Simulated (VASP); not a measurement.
# KF (Fm-3m) in VASP: notebook

KF is run at these levels: B3LYP, HF, PBE0, PBE-based screened hybrid with 45 % exact exchange, HSE06; tasks: single point.

Everything below comes from runs of VASP 6.6.1. Logs are shortened: lines on timing, memory, paths and dates and some standing lists are left out, and cuts for length are marked.

### 1 The cell of the first run

The structure is cubic, space group Fm-3m (No. 225). Conventional cell: a = 5.347 Å, b = 5.347 Å, c = 5.347 Å, α = 90.00°, β = 90.00°, γ = 90.00°. K (site symmetry m-3m) has 6 F at 2.67 Å within 3.5 Å. Within 3.5 Å of F (site symmetry m-3m) lie 6 K at 2.67 Å.

### 2 Single point, B3LYP

File POSCAR:

```
KF
1.0
    0.0000000000      2.6734993184      2.6734993184
    2.6734993184      0.0000000000      2.6734993184
    2.6734993184      2.6734993184      0.0000000000
K F
1 1
Direct
    0.0000000000      0.0000000000      0.0000000000
    0.5000000000      0.5000000000      0.5000000000
```

File INCAR.step1:

```
SYSTEM = KF
PREC = Accurate ; ENCUT = 520
EDIFF = 1E-5 ; ISMEAR = 0
SIGMA = 0.05 ; LREAL = .False.
LASPH = .True. ; NELM = 100
ALGO = Normal ; ISIF = 2
LWAVE = .True. ; LCHARG = .False.
GGA = PE ; NBANDS = 15
```

File INCAR.step2:

```
SYSTEM = KF
PREC = Accurate ; ENCUT = 520
EDIFF = 1E-6 ; ISMEAR = 0
SIGMA = 0.05 ; LREAL = .False.
LASPH = .True. ; NELM = 100
ALGO = Normal ; ISIF = 2
LWAVE = .False. ; LCHARG = .False.
GGA = B3 ; LHFCALC = .True.
AEXX = 0.2 ; AGGAX = 0.72
AGGAC = 0.81 ; ALDAC = 0.19
PRECFOCK = Normal ; ISTART = 1
NBANDS = 15
```

File KPOINTS:

```
regular mesh
0
Gamma
  4 4 4
  0 0 0
```

Potentials or basis: VASP PAW PBE potentials, release 64 (K_sv, F).

On the command line:

```console
> cat potpaw_PBE.64/K_sv/POTCAR potpaw_PBE.64/F/POTCAR > POTCAR
> cp INCAR.step1 INCAR
> mpirun -np 1 vasp_std > vasp.out
> cp INCAR.step2 INCAR
> mpirun -np 1 vasp_std > vasp.out
```

OUTCAR:

```text
SYSTEM = KF
   PREC = Accurate
   ENCUT = 520
   EDIFF = 1E-6
   ISMEAR = 0
   LREAL = .False.
   LASPH = .True.
   NELM = 100
   ISIF = 2
   GGA = B3
   LHFCALC = .True.
   AEXX = 0.2
   PRECFOCK = Normal
   ISTART = 1

 ion  position               nearest neighbor table
   1  0.000  0.000  0.000-   2 2.67   2 2.67   2 2.67   2 2.67   2 2.67   2 2.67
   2  0.500  0.500  0.500-   1 2.67   1 2.67   1 2.67   1 2.67   1 2.67   1 2.67

  LATTYP: Found a face centered cubic cell.
 ALAT       =     5.3469986368

  Lattice vectors:

 A1 = (   0.0000000000,   2.6734993184,   2.6734993184)
 A2 = (   2.6734993184,   0.0000000000,   2.6734993184)
 A3 = (   2.6734993184,   2.6734993184,   0.0000000000)

Analysis of symmetry for initial positions (statically):
=====================================================================
 Subroutine PRICEL returns:
 Original cell was already a primitive cell.

 Routine SETGRP: Setting up the symmetry group for a
 face centered cubic supercell.

 Subroutine GETGRP returns: Found 48 space group operations
 (whereof 48 operations were pure point group operations)
 out of a pool of 48 trial point group operations.

The static configuration has the point symmetry O_h .

Analysis of symmetry for dynamics (positions and initial velocities):
=====================================================================
 Subroutine PRICEL returns:
 Original cell was already a primitive cell.

 Routine SETGRP: Setting up the symmetry group for a
 face centered cubic supercell.

 Subroutine GETGRP returns: Found 48 space group operations
 (whereof 48 operations were pure point group operations)
 out of a pool of 48 trial point group operations.

The dynamic configuration has the point symmetry O_h .

 Subroutine INISYM returns: Found 48 space group operations
 (whereof 48 operations are pure point group operations),
 and found     1 'primitive' translations

----------------------------------------------------------------------------------------

                                     Primitive cell

  volume of cell :      38.2182

  direct lattice vectors                    reciprocal lattice vectors
     0.000000000  2.673499318  2.673499318    -0.187020807  0.187020807  0.187020807
     2.673499318  0.000000000  2.673499318     0.187020807 -0.187020807  0.187020807
     2.673499318  2.673499318  0.000000000     0.187020807  0.187020807 -0.187020807

  length of vectors
     3.780898995  3.780898995  3.780898995     0.323929540  0.323929540  0.323929540

  position of ions in fractional coordinates (direct lattice)
     0.000000000  0.000000000  0.000000000
     0.500000000  0.500000000  0.500000000

  ion indices of the primitive-cell ions
   primitive index   ion index
                 1           1
                 2           2

----------------------------------------------------------------------------------------

 KPOINTS: regular mesh

Automatic generation of k-mesh.
 Grid dimensions read from file:
 generate k-points for:    4    4    4

 Generating k-lattice:

  Cartesian coordinates                     Fractional coordinates (reciprocal lattice)
    -0.046755202  0.046755202  0.046755202     0.250000000  0.000000000  0.000000000
     0.046755202 -0.046755202  0.046755202     0.000000000  0.250000000  0.000000000
     0.046755202  0.046755202 -0.046755202     0.000000000  0.000000000  0.250000000

  Length of vectors
     0.080982385  0.080982385  0.080982385

  Shift w.r.t. Gamma in fractional coordinates (k-lattice)
     0.000000000  0.000000000  0.000000000

 Subroutine IBZKPT returns following result:
 ===========================================

 Found      8 irreducible k-points:

 Following reciprocal coordinates:
            Coordinates               Weight
  0.000000  0.000000  0.000000      1.000000
  0.250000  0.000000  0.000000      8.000000
  0.500000  0.000000  0.000000      4.000000
  0.250000  0.250000  0.000000      6.000000
  0.500000  0.250000  0.000000     24.000000
 -0.250000  0.250000  0.000000     12.000000
  0.500000  0.500000  0.000000      3.000000
 -0.250000  0.500000  0.250000      6.000000
   k-points           NKPTS =      8   k-points in BZ     NKDIM =     64   number of bands    NBANDS=     15
   number of dos      NEDOS =    301   number of ions     NIONS =      2
   total plane-waves  NPLWV =  21952
   dimension x,y,z NGX =    28 NGY =   28 NGZ =   28
   dimension x,y,z NGXF=    56 NGYF=   56 NGZF=   56
   ions per type =               1   1
   NGX,Y,Z   is equivalent  to a cutoff of  12.31, 12.31, 12.31 a.u.
   NGXF,Y,Z  is equivalent  to a cutoff of  24.62, 24.62, 24.62 a.u.
 SYSTEM =  KF
   PREC   = accura    normal or accurate (medium, high low for compatibility)
   ISTART =      1    job   : 0-new  1-cont  2-samecut
   ICHARG =      0    charge: 1-file 2-atom 10-const
   ISPIN  =      1    spin polarized calculation?
   LNONCOLLINEAR =      F non collinear calculations
   LSORBIT =      F    spin-orbit coupling
   LASPH  =      T    aspherical Exc in radial PAW
   ENCUT  =  520.0 eV  38.22 Ry    6.18 a.u.   7.03  7.03  7.03*2*pi/ulx,y,z
   NELM   =    100;   NELMIN=  2; NELMDL=  0     # of ELM steps
   EDIFF  = 0.1E-05   stopping-criterion for ELM
   LREAL  =      F    real-space projection
   EDIFFG = 0.1E-04   stopping-criterion for IOM
   NSW    =      0    number of steps for IOM
   IBRION =     -1    ionic relax: 0-MD 1-quasi-New 2-CG
   NFREE  =      0    steps in history (QN), initial steepest desc. (CG)
   ISIF   =      2    stress and relaxation
   ISYM   =      3    0-nonsym 1-usesym 2-fastsym
   POTIM  = 0.5000    time-step for ionic-motion
   TEBEG  =    0.0;   TEEND  =   0.0 temperature during run
   PSTRESS=    0.0 pullay stress
   NELECT =      16.0000    total number of electrons
   NUPDOWN=      -1.0000    fix difference up-down
   EMIN   =  10.00;   EMAX   =-10.00  energy-range for DOS
   EFERMI =   0.00;   METHOD = LEGACY
   ISMEAR =     0;   SIGMA  =   0.05  broadening in eV -4-tet -1-fermi 0-gaus
   EFERMI_NEDOS =   21; number of points for ismear=-14 and -15
   IALGO  =     38    algorithm
   IMIX   =      1    mixing-type and parameters
     AMIX     =   0.40;   BMIX     =  1.00
     AMIX_MAG =   1.60;   BMIX_MAG =  1.00
  volume/ion in A,a.u.               =      19.11       128.95
  Fermi-wavevector in a.u.,A,eV,Ry     =   1.224686  2.314321 20.406777  1.499856
  Thomas-Fermi vector in A             =   2.359751
   LORBIT       =      0    0 simple, 1 ext, 2 COOP (PROOUT), +10 PAW based schemes
   GGA     = B3    functional components
   LHFCALC =     T    Hartree Fock is set to
   PRECFOCK=normal    Normal, Fast or Accurate (Low or Medium for compatibility)
   ENCUT4O =  -1.0   cutoff for four orbital integrals eV
   NKREDX  =     1    reduce k-point grid by
   NKREDY  =     1    reduce k-point grid by
   NKREDZ  =     1    reduce k-point grid by
   AEXX    =    0.2000 exact exchange contribution
   HFSCREEN=    0.0000 screening length (either q_TF or 0.3 A-1)
   HFSCREENC=   0.0000 screening length for correlation (either q_TF or 0.3 A-1)
   ENCUTFOCK=  -1.0 apply spherical cutoff to Coloumb kernel
   IVDW    =     0    specifies the selected vdW correction
   LEPSILON=     F    determine dielectric tensor
   LRPA    =     F    only Hartree local field effects (RPA)
 non-spin polarized calculation
 Gauss-broadening in eV      SIGMA  =   0.05
  energy-cutoff  :      520.00
  volume of cell :       38.22
 maximum number of plane-waves:      1056
  NGX = 24; NGY = 24; NGZ = 24

 number of electron      16.0000001 magnetization

 Free energy of the ion-electron system (eV)
  ---------------------------------------------------
  ext. energy  EPLUGINS =         0.00000000
  ---------------------------------------------------
  free energy    TOTEN  =        -9.98917752 eV

  energy without entropy =       -9.98917752  energy(sigma->0) =       -9.98917752

 E-fermi :  -4.2118     XC(G=0):  -6.9763

 val. band max:       -4.4742823988   @ k =   0.0000   0.0000   0.0000
 cond. band min:       3.9110607579   @ k =   0.0000   0.0000   0.0000
 fundamental gap:      8.3853431568
 Fermi energy:        -4.2118258144

 k-point     1 :       0.0000    0.0000    0.0000
  band No.  band energies     occupation
      1     -31.6765      2.00000
      2     -24.2138      2.00000
      3     -13.9030      2.00000
      4     -13.9030      2.00000
      5     -13.9030      2.00000
      6      -4.4743      2.00000
      7      -4.4743      2.00000
      8      -4.4743      2.00000
      9       3.9111      0.00000
     10       8.6908      0.00000
     11       8.6908      0.00000
     12       8.6908      0.00000
     13      10.5206      0.00000
     14      10.5206      0.00000
     15      14.7407      0.00000

 k-point     2 :       0.2500    0.0000    0.0000
  band No.  band energies     occupation
      1     -31.6264      2.00000
      2     -24.2595      2.00000
      3     -14.0415      2.00000
      4     -13.9198      2.00000
      5     -13.9198      2.00000
      6      -4.9050      2.00000
      7      -4.6539      2.00000
      8      -4.6539      2.00000
      9       5.4511      0.00000
     10       8.0278      0.00000
     11       9.4694      0.00000
     12       9.4694      0.00000
     13      11.1440      0.00000
     14      11.1440      0.00000
     15      16.7691      0.00000
[... 77 lines left out ...]
      3     -14.4889      2.00000
      4     -14.1260      2.00000
      5     -14.1260      2.00000
      6      -4.6728      2.00000
      7      -4.5281      2.00000
      8      -4.5281      2.00000
      9       6.0632      0.00000
     10       8.2933      0.00000
     11       9.6933      0.00000
     12      11.8963      0.00000
     13      12.5479      0.00000
     14      12.5479      0.00000
     15      13.9030      0.00000

 k-point     8 :      -0.2500    0.5000    0.2500
  band No.  band energies     occupation
      1     -31.5509      2.00000
      2     -24.2592      2.00000
      3     -14.3092      2.00000
      4     -14.3092      2.00000
      5     -13.9883      2.00000
      6      -4.8883      2.00000
      7      -4.6280      2.00000
      8      -4.6280      2.00000
      9       7.6397      0.00000
     10       7.6397      0.00000
     11       9.2697      0.00000
     12      11.5541      0.00000
     13      12.5590      0.00000
     14      12.9785      0.00000
     15      14.2658      0.00000

------------------------ aborting loop because EDIFF is reached ----------------------------------------

  FORCE on cell =-STRESS in cart. coord.  units (eV):
  Direction    XX          YY          ZZ          XY          YZ          ZX
  --------------------------------------------------------------------------------------
  -------------------------------------------------------------------------------------
  Total        0.2146948      0.2146948      0.2146948     -0.0000000      0.0000000     -0.0000000
  in kB        9.0003997      9.0003997      9.0003997     -0.0000000      0.0000000     -0.0000000
  external PRESSURE =       9.0003997 kB  Pullay stress =       0.0000000 kB

 VOLUME and BASIS-vectors are now :
 -----------------------------------------------------------------------------
  energy-cutoff  :      520.00
  volume of cell :       38.22
      direct lattice vectors                 reciprocal lattice vectors
     0.000000000  2.673499318  2.673499318    -0.187020807  0.187020807  0.187020807
     2.673499318  0.000000000  2.673499318     0.187020807 -0.187020807  0.187020807
     2.673499318  2.673499318  0.000000000     0.187020807  0.187020807 -0.187020807

 POSITION                                       TOTAL-FORCE (eV/Angst)
 -----------------------------------------------------------------------------------
      0.00000      0.00000      0.00000        -0.000000      0.000000     -0.000000
      2.67350      2.67350      2.67350         0.000000     -0.000000      0.000000
 -----------------------------------------------------------------------------------
    total drift:                               -0.000000     -0.000000     -0.000000

  FREE ENERGIE OF THE ION-ELECTRON SYSTEM (eV)
  ---------------------------------------------------
  free  energy   TOTEN  =        -9.9891775198 eV

  energy  without entropy=       -9.9891775198  energy(sigma->0) =       -9.98917752
```

It took 5.5 min on 1 thread of AMD EPYC 7R43 (Zen 3), shared host; peak memory 0.13 GiB.

What came out:

| Quantity | Value |
| --- | --- |
| Free energy | -9.9892 eV |
| Pressure | 0.9 GPa |
| Band gap on the k mesh | 8.39 eV |

Caveat: the k points lie up to 0.51 Å⁻¹ apart; the PAW data sets were made with another functional, which shifts forces and pressure a little.

(Continued in part 2 of 2.)
